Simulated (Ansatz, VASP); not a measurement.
Two plane-wave programs on Si

```xyz
2
Lattice="0.0000 2.7136 2.7136 2.7136 0.0000 2.7136 2.7136 2.7136 0.0000" Properties=species:S:1:pos:R:3 pbc="T T T"
Si    4.0703    4.0703    4.0703
Si    2.7136    2.7136    2.7136
```

Alike in both runs: task relaxation of cell and atoms; functional LDA; k mesh 8 × 8 × 8; no spin polarisation.

|  | VASP | Ansatz |
| --- | --- | --- |
| version | VASP 6.6.1 | Ansatz 0.2.0 |
| potentials or method | VASP PAW LDA potentials, release 64 (Si), cutoff 600 eV | plane waves, PAW |
| occupations | gaussian, width 0.01 eV | fixed |
| valence electrons in the cell | 8 | 8 |

|  | VASP | Ansatz | Ansatz less VASP |
| --- | --- | --- | --- |
| relaxed volume (Å³/atom) | 19.72 | 19.71 | -0.011 |
| relaxed length of the cell vector where the two differ most in proportion (Å) | 3.821 | 3.820 | -0.0007 |

LDA's correlation is that of Perdew and Zunger in VASP and of Perdew and Wang (1992) in Ansatz.
